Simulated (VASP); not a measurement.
# AgCl in VASP: further runs

AgCl is run at these levels: r2SCAN; tasks: single point.

All numbers are computed with VASP 6.6.1; they aren't measurements. Logs are shortened: lines on timing, memory, paths and dates and some standing lists are left out, and cuts for length are marked.

## 1. The cell of the first run

Symmetry: I4/mmm, No. 139, tetragonal system. The conventional cell has a = 3.922 Å, b = 3.922 Å, c = 5.427 Å, α = 90.00°, β = 90.00°, γ = 90.00°. Ag (site symmetry 4/mmm) has 6 Cl at 2.71 to 2.77 Å within 3.6 Å. Cl (site symmetry 4/mmm) has 6 Ag at 2.71 to 2.77 Å within 3.6 Å.

## 2. Single point, r2SCAN (uniaxial x strain -2.1%)

Input file POSCAR:

```
AgCl
1.0
    0.0000000000      2.7731838142      2.7731838142
    2.7135603622      0.0000000000      2.7731838142
    2.7135603622      2.7731838142      0.0000000000
Ag Cl
1 1
Direct
    0.0000000000      0.0000000000      0.0000000000
    0.5000000000      0.5000000000      0.5000000000
```

Input file INCAR.step1:

```
SYSTEM = AgCl
ALGO = Normal ; EDIFF = 1E-4
ENCUT = 520 ; GGA = PE
ISMEAR = 0 ; LASPH = .TRUE.
LCHARG = .FALSE. ; LREAL = .FALSE.
LWAVE = .TRUE. ; NBANDS = 16
NELM = 100 ; PREC = Accurate
SIGMA = 0.01
```

Input file INCAR.step2:

```
SYSTEM = AgCl
ALGO = Normal ; EDIFF = 1E-7
ENCUT = 520 ; ISIF = 2
ISMEAR = 0 ; ISTART = 1
LASPH = .TRUE. ; LCHARG = .FALSE.
LMIXTAU = .TRUE. ; LREAL = .FALSE.
LWAVE = .FALSE. ; METAGGA = R2SCAN
NBANDS = 16 ; NELM = 100
PREC = Accurate ; SIGMA = 0.01
```

Input file KPOINTS:

```
k-points
0
G
  8 8 8
  0 0 0
```

Potentials or basis: VASP PAW PBE potentials, release 64 (Ag, Cl).

Run with:

```sh
> cat potpaw_PBE.64/Ag/POTCAR potpaw_PBE.64/Cl/POTCAR > POTCAR
> cp INCAR.step1 INCAR
> mpirun -np 1 vasp_std > vasp.out
> cp INCAR.step2 INCAR
> mpirun -np 1 vasp_std > vasp.out
```

OUTCAR:

```text
SYSTEM = AgCl
   EDIFF = 1E-7
   ENCUT = 520
   ISIF = 2
   ISMEAR = 0
   ISTART = 1
   LASPH = .TRUE.
   LREAL = .FALSE.
   METAGGA = R2SCAN
   NELM = 100
   PREC = Accurate

 ion  position               nearest neighbor table
   1  0.000  0.000  0.000-   2 2.71   2 2.71   2 2.77   2 2.77   2 2.77   2 2.77
   2  0.500  0.500  0.500-   1 2.71   1 2.71   1 2.77   1 2.77   1 2.77   1 2.77

  LATTYP: Found a body centered tetragonal cell.
 ALAT       =     3.9218741610
 C/A-ratio  =     1.3838079708

  Lattice vectors:

 A1 = (  -2.7135603622,   0.0000000000,  -2.7731838142)
 A2 = (  -2.7135603622,   0.0000000000,   2.7731838142)
 A3 = (   2.7135603622,   2.7731838142,   0.0000000000)

Analysis of symmetry for initial positions (statically):
=====================================================================
 Subroutine PRICEL returns:
 Original cell was already a primitive cell.

 Routine SETGRP: Setting up the symmetry group for a
 body centered tetragonal supercell.

 Subroutine GETGRP returns: Found 16 space group operations
 (whereof 16 operations were pure point group operations)
 out of a pool of 16 trial point group operations.

The static configuration has the point symmetry D_4h.

Analysis of symmetry for dynamics (positions and initial velocities):
=====================================================================
 Subroutine PRICEL returns:
 Original cell was already a primitive cell.

 Routine SETGRP: Setting up the symmetry group for a
 body centered tetragonal supercell.

 Subroutine GETGRP returns: Found 16 space group operations
 (whereof 16 operations were pure point group operations)
 out of a pool of 16 trial point group operations.

The dynamic configuration has the point symmetry D_4h.

 Subroutine INISYM returns: Found 16 space group operations
 (whereof 16 operations are pure point group operations),
 and found     1 'primitive' translations

----------------------------------------------------------------------------------------

                                     Primitive cell

  volume of cell :      41.7375

  direct lattice vectors                    reciprocal lattice vectors
     0.000000000  2.773183814  2.773183814    -0.184259767  0.180298182  0.180298182
     2.713560362  0.000000000  2.773183814     0.184259767 -0.180298182  0.180298182
     2.713560362  2.773183814  0.000000000     0.184259767  0.180298182 -0.180298182

  length of vectors
     3.921874161  3.879943080  3.879943080     0.314589464  0.314589464  0.314589464

  position of ions in fractional coordinates (direct lattice)
     0.000000000  0.000000000  0.000000000
     0.500000000  0.500000000  0.500000000

  ion indices of the primitive-cell ions
   primitive index   ion index
                 1           1
                 2           2

----------------------------------------------------------------------------------------

 KPOINTS: k-points

Automatic generation of k-mesh.
 Grid dimensions read from file:
 generate k-points for:    8    8    8

 Generating k-lattice:

  Cartesian coordinates                     Fractional coordinates (reciprocal lattice)
    -0.023032471  0.022537273  0.022537273     0.125000000  0.000000000  0.000000000
     0.023032471 -0.022537273  0.022537273     0.000000000  0.125000000  0.000000000
     0.023032471  0.022537273 -0.022537273     0.000000000  0.000000000  0.125000000

  Length of vectors
     0.039323683  0.039323683  0.039323683

  Shift w.r.t. Gamma in fractional coordinates (k-lattice)
     0.000000000  0.000000000  0.000000000

 Subroutine IBZKPT returns following result:
 ===========================================

 Found     59 irreducible k-points:

 Following reciprocal coordinates:
            Coordinates               Weight
  0.000000  0.000000  0.000000      1.000000
  0.125000  0.000000  0.000000      8.000000
  0.250000  0.000000  0.000000      8.000000
  0.375000 -0.000000 -0.000000      8.000000
  0.500000  0.000000  0.000000      4.000000
  0.125000  0.125000  0.000000      4.000000
[... 16 lines left out ...]
  0.250000  0.125000  0.125000      4.000000
  0.375000  0.125000  0.125000      8.000000
 [... further k-points ...]
   k-points           NKPTS =     59   k-points in BZ     NKDIM =     59   number of bands    NBANDS=     16
   number of dos      NEDOS =    301   number of ions     NIONS =      2
   total plane-waves  NPLWV =  27000
   dimension x,y,z NGX =    30 NGY =   30 NGZ =   30
   dimension x,y,z NGXF=    60 NGYF=   60 NGZF=   60
   ions per type =               1   1
   NGX,Y,Z   is equivalent  to a cutoff of  12.72, 12.85, 12.85 a.u.
   NGXF,Y,Z  is equivalent  to a cutoff of  25.43, 25.71, 25.71 a.u.
 SYSTEM =  AgCl
   PREC   = accura    normal or accurate (medium, high low for compatibility)
   ISTART =      1    job   : 0-new  1-cont  2-samecut
   ICHARG =      0    charge: 1-file 2-atom 10-const
   ISPIN  =      1    spin polarized calculation?
   LNONCOLLINEAR =      F non collinear calculations
   LSORBIT =      F    spin-orbit coupling
   LASPH  =      T    aspherical Exc in radial PAW
   ENCUT  =  520.0 eV  38.22 Ry    6.18 a.u.   7.29  7.21  7.21*2*pi/ulx,y,z
   NELM   =    100;   NELMIN=  2; NELMDL=  0     # of ELM steps
   EDIFF  = 0.1E-06   stopping-criterion for ELM
   LREAL  =      F    real-space projection
   EDIFFG = 0.1E-05   stopping-criterion for IOM
   NSW    =      0    number of steps for IOM
   IBRION =     -1    ionic relax: 0-MD 1-quasi-New 2-CG
   NFREE  =      0    steps in history (QN), initial steepest desc. (CG)
   ISIF   =      2    stress and relaxation
   ISYM   =      2    0-nonsym 1-usesym 2-fastsym
   POTIM  = 0.5000    time-step for ionic-motion
   TEBEG  =    0.0;   TEEND  =   0.0 temperature during run
   PSTRESS=    0.0 pullay stress
   NELECT =      18.0000    total number of electrons
   NUPDOWN=      -1.0000    fix difference up-down
   EMIN   =  10.00;   EMAX   =-10.00  energy-range for DOS
   EFERMI =   0.00;   METHOD = LEGACY
   ISMEAR =     0;   SIGMA  =   0.01  broadening in eV -4-tet -1-fermi 0-gaus
   EFERMI_NEDOS =   21; number of points for ismear=-14 and -15
   IALGO  =     38    algorithm
   IMIX   =      4    mixing-type and parameters
     AMIX     =   0.40;   BMIX     =  1.00
     AMIX_MAG =   1.60;   BMIX_MAG =  1.00
  volume/ion in A,a.u.               =      20.87       140.83
  Fermi-wavevector in a.u.,A,eV,Ry     =   1.236868  2.337342 20.814775  1.529843
  Thomas-Fermi vector in A             =   2.371459
   LORBIT       =      0    0 simple, 1 ext, 2 COOP (PROOUT), +10 PAW based schemes
   METAGGA = R2SCAN    functional components
   LHFCALC =     F    Hartree Fock is set to
   AEXX    =    0.0000 exact exchange contribution
   IVDW    =     0    specifies the selected vdW correction
   LEPSILON=     F    determine dielectric tensor
   LRPA    =     F    only Hartree local field effects (RPA)
 non-spin polarized calculation
 Gauss-broadening in eV      SIGMA  =   0.01
  energy-cutoff  :      520.00
  volume of cell :       41.74
 maximum number of plane-waves:      1140
 NGX is ok and might be reduce to    30
   NGX = 15   NGY = 15   NGZ = 15

 number of electron      18.0000006 magnetization

 Free energy of the ion-electron system (eV)
  ---------------------------------------------------
  ext. energy  EPLUGINS =         0.00000000
  ---------------------------------------------------
  free energy    TOTEN  =       -28.63866029 eV

  energy without entropy =      -28.63866029  energy(sigma->0) =      -28.63866029

 E-fermi :   3.9514     XC(G=0): -10.6284

 val. band max:        3.8919049738   @ k =   0.5000   0.0000   0.0000
 cond. band min:       5.2456137739   @ k =   0.0000   0.0000   0.0000
 fundamental gap:      1.3537088001
 Fermi energy:         3.9513803159

 k-point     1 :       0.0000    0.0000    0.0000
  band No.  band energies     occupation
      1     -12.1491      2.00000
      2       1.2289      2.00000
      3       1.2768      2.00000
      4       1.2768      2.00000
      5       1.3016      2.00000
      6       1.3016      2.00000
[... 8 lines left out ...]
     15      17.9862      0.00000
     16      17.9862      0.00000

 k-point     2 :       0.1250    0.0000    0.0000
  band No.  band energies     occupation
      1     -12.0859      2.00000
      2       0.4510      2.00000
      3       0.5261      2.00000
      4       0.5561      2.00000
      5       1.3400      2.00000
      6       1.3629      2.00000
[... 8 lines left out ...]
     15      16.6372      0.00000
     16      17.2671      0.00000

 k-point     3 :       0.2500    0.0000    0.0000
  band No.  band energies     occupation
      1     -11.9267      2.00000
      2      -0.5992      2.00000
      3      -0.1085      2.00000
      4      -0.0489      2.00000
      5       1.4780      2.00000
      6       1.4871      2.00000
[... 8 lines left out ...]
     15      16.7159      0.00000
     16      17.1502      0.00000

 k-point     4 :       0.3750   -0.0000   -0.0000
  band No.  band energies     occupation
      1     -11.7573      2.00000
      2      -1.4104      2.00000
      3      -0.5032      2.00000
      4      -0.4349      2.00000
      5       1.6153      2.00000
      6       1.6220      2.00000
[... 8 lines left out ...]
     15      17.5923      0.00000
     16      17.6438      0.00000
[... 324 lines left out ...]
 k-point    22 :       0.0000    0.1250    0.1250
  band No.  band energies     occupation
      1     -12.0619      2.00000
      2      -0.1210      2.00000
      3       0.7968      2.00000
      4       0.7968      2.00000
      5       1.2745      2.00000
      6       1.3777      2.00000
[... 8 lines left out ...]
     15      18.2910      0.00000
     16      18.4385      0.00000

 k-point    23 :       0.2500    0.1250    0.1250
  band No.  band energies     occupation
      1     -11.9977      2.00000
      2      -0.2302      2.00000
      3       0.0569      2.00000
      4       0.5155      2.00000
      5       1.3639      2.00000
      6       1.4935      2.00000
[... 8 lines left out ...]
     15      17.3804      0.00000
     16      18.4617      0.00000

 k-point    24 :       0.3750    0.1250    0.1250
  band No.  band energies     occupation
      1     -11.8423      2.00000
      2      -0.9413      2.00000
      3      -0.3329      2.00000
      4      -0.0294      2.00000
      5       1.4832      2.00000
      6       1.5846      2.00000
[... 8 lines left out ...]
     15      18.1729      0.00000
     16      18.6060      0.00000

 [... further k-points ...]

------------------------ aborting loop because EDIFF is reached ----------------------------------------

  FORCE on cell =-STRESS in cart. coord.  units (eV):
  Direction    XX          YY          ZZ          XY          YZ          ZX
  --------------------------------------------------------------------------------------
  -------------------------------------------------------------------------------------
  Total        0.4203701      0.2175656      0.2175656      0.0000000      0.0000000     -0.0000000
  in kB       16.1367313      8.3516837      8.3516837      0.0000000      0.0000000     -0.0000000
  external PRESSURE =      10.9466996 kB  Pullay stress =       0.0000000 kB

 VOLUME and BASIS-vectors are now :
 -----------------------------------------------------------------------------
  energy-cutoff  :      520.00
  volume of cell :       41.74
      direct lattice vectors                 reciprocal lattice vectors
     0.000000000  2.773183814  2.773183814    -0.184259767  0.180298182  0.180298182
     2.713560362  0.000000000  2.773183814     0.184259767 -0.180298182  0.180298182
     2.713560362  2.773183814  0.000000000     0.184259767  0.180298182 -0.180298182

 POSITION                                       TOTAL-FORCE (eV/Angst)
 -----------------------------------------------------------------------------------
      0.00000      0.00000      0.00000         0.000000      0.000000     -0.000000
      2.71356      2.77318      2.77318         0.000000      0.000000      0.000000
 -----------------------------------------------------------------------------------
    total drift:                               -0.000000      0.000000      0.000000

  FREE ENERGIE OF THE ION-ELECTRON SYSTEM (eV)
  ---------------------------------------------------
  free  energy   TOTEN  =       -28.6386602872 eV

  energy  without entropy=      -28.6386602872  energy(sigma->0) =      -28.63866029
```

Wall time 2.9 min (1 thread of Intel Xeon 8259CL, shared host); peak memory 0.19 GiB.

What came out:

```
Free energy            : -28.6387 eV
Pressure               : 1.1 GPa
Band gap on the k mesh : 1.35 eV (least direct gap 3.77 eV)
```

Caveat: the cell differs from its parent crystal (uniaxial x strain -2.1%); the PAW data sets were made with another functional, which shifts forces and pressure a little.

## 3. Single point, r2SCAN (uniaxial z strain +5.0%)

Input file POSCAR:

```
AgCl
1.0
    0.0000000000      2.7731838142      2.9104564130
    2.7731838142      0.0000000000      2.9104564130
    2.7731838142      2.7731838142      0.0000000000
Ag Cl
1 1
Direct
    0.0000000000      0.0000000000      0.0000000000
    0.5000000000      0.5000000000      0.5000000000
```

Input file INCAR.step1:

```
SYSTEM = AgCl
ALGO     = Normal         ! electronic algorithm
EDIFF    = 1E-4           ! SCF threshold, eV
ENCUT    = 520            ! plane-wave cutoff, eV
GGA      = PE             ! functional
ISMEAR   = 0              ! smearing method
LASPH    = .True.         ! aspherical terms in the spheres
LCHARG   = .False.        ! write CHGCAR
LREAL    = .False.        ! projectors in reciprocal space
LWAVE    = .True.         ! write WAVECAR
NBANDS   = 16             ! bands
NELM     = 80             ! most SCF steps
PREC     = Accurate       ! precision mode
SIGMA    = 0.01           ! smearing width, eV
```

Input file INCAR.step2:

```
SYSTEM = AgCl
ALGO     = Normal         ! electronic algorithm
EDIFF    = 1E-6           ! SCF threshold, eV
ENCUT    = 520            ! plane-wave cutoff, eV
ISIF     = 2              ! what is computed and relaxed
ISMEAR   = 0              ! smearing method
ISTART   = 1            
LASPH    = .True.         ! aspherical terms in the spheres
LCHARG   = .False.        ! write CHGCAR
LMIXTAU  = .True.       
LREAL    = .False.        ! projectors in reciprocal space
LWAVE    = .False.        ! write WAVECAR
METAGGA  = R2SCAN         ! meta-GGA
NBANDS   = 16             ! bands
NELM     = 80             ! most SCF steps
PREC     = Accurate       ! precision mode
SIGMA    = 0.01           ! smearing width, eV
```

Input file KPOINTS:

```
k-points
0
Gamma
  8 8 8
  0 0 0
```

Potentials or basis: VASP PAW PBE potentials, release 64 (Ag, Cl).

Run with:

```sh
> cat potpaw_PBE.64/Ag/POTCAR potpaw_PBE.64/Cl/POTCAR > POTCAR
> cp INCAR.step1 INCAR
> mpirun -np 1 vasp_std > vasp.out
> cp INCAR.step2 INCAR
> mpirun -np 1 vasp_std > vasp.out
```

Wall time 2.7 min (1 thread of Intel Xeon 8259CL, shared host); peak memory 0.2 GiB.

Results (log left out):

| Property | Result |
| --- | --- |
| Free energy | -28.6247 eV |
| Pressure | -2.1 GPa |
| Band gap on the k mesh | 1.29 eV (least direct gap 3.54 eV) |

Stress tensor (GPa, compression positive):
```
-1.83  0.00  0.00
 0.00 -1.83  0.00
 0.00  0.00 -2.59
```

Levels at points of the mesh, in eV from the valence-band top:
```
           k point  band 7  band 8  band 9  band 10  band 11  band 12
(0.00, 0.00, 0.00)   -2.36   -2.36   -2.31     1.29    11.12    11.26
(0.50, 0.00, 0.00)   -1.78   -0.31    0.00     4.66     6.77     7.99
(0.50, 0.50, 0.00)   -1.99   -1.99   -1.92     2.89     8.46     8.58
(0.50, 0.00, 0.50)   -2.01   -1.96   -1.89     2.85     8.16     9.07
```

Caveat: the cell differs from its parent crystal (uniaxial z strain +5.0%); the PAW data sets were made with another functional, which shifts forces and pressure a little.

## 4. Single point, r2SCAN (strain along [111] +5.1%)

Input file POSCAR:

```
AgCl
1.0
    0.0944731286      2.8676569428      2.8676569428
    2.8676569428      0.0944731286      2.8676569428
    2.8676569428      2.8676569428      0.0944731286
Ag Cl
1 1
Direct
    0.0000000000      0.0000000000      0.0000000000
    0.5000000000      0.5000000000      0.5000000000
```

Input file INCAR.step1:

```
PREC = Accurate
ENCUT = 520
ISMEAR = 0
SIGMA = 0.01
LREAL = False
LASPH = True
NELM = 80
NBANDS = 16
GGA = PE
ALGO = Normal
EDIFF = 1E-4
LWAVE = True
LCHARG = False
```

Input file INCAR.step2:

```
PREC = Accurate
ENCUT = 520
EDIFF = 1E-6
ISMEAR = 0
SIGMA = 0.01
LREAL = False
LASPH = True
NELM = 80
ALGO = Normal
ISIF = 2
LWAVE = False
LCHARG = False
METAGGA = R2SCAN
LMIXTAU = True
NBANDS = 16
ISTART = 1
```

Input file KPOINTS:

```
regular mesh
0
Gamma
  8 8 8
```

Run with:

```sh
> cat potpaw_PBE.64/Ag/POTCAR potpaw_PBE.64/Cl/POTCAR > POTCAR
> cp INCAR.step1 INCAR
> mpirun -np 1 vasp_std > vasp.out
> cp INCAR.step2 INCAR
> mpirun -np 1 vasp_std > vasp.out
```

Wall time 3 min (1 thread of Intel Xeon 8259CL, shared host); peak memory 0.2 GiB.

It converged, with:

```yaml
Free_energy: -28.6237 eV
Pressure: -2.4 GPa
Band_gap_on_the_k_mesh: 1.38 eV (least direct gap 3.50 eV)
```

Stress tensor (GPa, compression positive):
```
-2.37 -0.24 -0.24
-0.24 -2.37 -0.24
-0.24 -0.24 -2.37
```

Levels at points of the mesh, in eV from the valence-band top:
| k point | band 6 | band 7 | band 8 | band 9 | band 10 | band 11 | band 12 | band 13 |
| --- | --- | --- | --- | --- | --- | --- | --- | --- |
| (0.00, 0.00, 0.00) | -2.21 | -2.21 | -2.19 | -2.19 | 1.38 | 10.93 | 11.52 | 11.52 |
| (0.50, 0.00, 0.00) | -1.93 | -1.63 | -0.06 | 0.00 | 4.72 | 6.90 | 8.06 | 8.41 |
| (0.50, 0.50, 0.00) | -2.07 | -1.86 | -1.86 | -1.78 | 2.97 | 8.38 | 8.97 | 11.94 |
| (0.50, 0.50, 0.50) | -1.99 | -1.74 | -0.08 | -0.08 | 4.97 | 6.61 | 8.66 | 8.66 |

Caveat: the cell differs from its parent crystal (strain along [111] +5.1%); the PAW data sets were made with another functional, which shifts forces and pressure a little.

## 5. Summary

```tsv
cell	gap on the mesh (eV)	pressure (GPa)
a = 3.922, b = 3.880, c = 3.880 Å, angles 60.7, 59.6, 59.6°, 2 atoms	1.35	1.1
a = 4.020, b = 4.020, c = 3.922 Å, angles 60.8, 60.8, 58.4°, 2 atoms	1.29	-2.1
a = 4.057 Å, angles 57.8°, 2 atoms	1.38	-2.4
```

Alike in all rows: task single point; level r2SCAN; potentials or basis VASP PAW PBE potentials, release 64 (Ag, Cl); no spin polarisation; k mesh 8 × 8 × 8; cutoff (eV) 520; smearing gaussian 0.01 eV.

Caveats: the PAW data sets were made with another functional, which shifts forces and pressure a little.

Total energies depend on the potentials used, so only differences within one code and one set of settings carry meaning.
